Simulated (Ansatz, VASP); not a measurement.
One calculation of MgZr2N, two programs

INCAR

```
SYSTEM = MgZr2N
  PREC = Accurate
  ENCUT = 600
  EDIFF = 1E-6
  ISMEAR = 0
  SIGMA = 0.1
  LREAL = .False.
  LASPH = .True.
  NELM = 60
  ALGO = Normal
  ISIF = 3
  LWAVE = .False.
  LCHARG = .False.
  GGA = PE
  IBRION = 2
  NSW = 90
  EDIFFG = -0.04
```

File KPOINTS:

```
Automatic mesh
0
Gamma
  6 6 2
  0 0 0
```

The input POSCAR:

```
MgZr2N
1.0
    3.3344551900      0.0000000000      0.0000000000
   -1.6672275900      2.8877229000      0.0000000000
    0.0000000000      0.0000000000      7.8399827700
Mg Zr N
1 2 1
Direct
    0.0000000000      0.0000000000      0.5000000000
    0.0000000000      0.0000000000      0.7650874100
    0.0000000000      0.0000000000      0.2349125900
    0.0000000000      0.0000000000      0.0000000000
```

Input for Ansatz:

```yaml
crystal:
  lattice:
    - [3.33445519, 0.0, 0.0]
    - [-1.66722759, 2.8877229, 0.0]
    - [0.0, 0.0, 7.83998277]
  atoms:
    - { symbol: Mg, position: [0.0, 0.0, 0.5] }
    - { symbol: Zr, position: [0.0, 0.0, 0.76508741] }
    - { symbol: Zr, position: [0.0, 0.0, 0.23491259] }
    - { symbol: "N", position: [0.0, 0.0, 0.0] }
basis:
  ecutwfc: 420
kpoints:
  mp_grid: { grid: [6, 6, 2] }
hamiltonian:
  xc: pbe
scf:
  occupations: { method: gaussian, width: 0.1 }
  lower_state_search: "off"
output:
  forces: true
  stress: true
  eigenvalues: true
relax:
  adjacent_minimum: "off"
  f_tol: 0.04
  max_steps: 70
  cell: { stress_tol: 0.4 }
```

Alike in both runs: task relaxation of cell and atoms; functional PBE; k mesh 6 × 6 × 2; occupations gaussian, width 0.1 eV; no spin polarisation.

```csv
,VASP,Ansatz
version,VASP 6.6.1,Ansatz 0.2.0
potentials or method,"VASP PAW PBE potentials, release 64 (Mg, Zr_sv, N), cutoff 600 eV","scalar-relativistic, plane waves, PAW"
valence electrons in the cell,31,39
```

```tsv
	VASP	Ansatz	Ansatz less VASP
gap on the k mesh at the Fermi level, each at its own relaxed structure (eV)	none	none	-
relaxed volume (Å³/atom)	23.19	23.34	+0.157
relaxed cell length with the largest relative difference (Å)	10.045	10.091	+0.0455
```

A gap of «none» marks a metal or a gap that the smearing closes. VASP's potentials hold 31 valence electrons a cell and Ansatz's 39, so a difference there can come from the potentials and not from the codes.

The k mesh is coarse, so the values compare programs but aren't converged. Noted on VASP's run: the volume moved by over 15 % at a fixed basis, so the end points are rough.
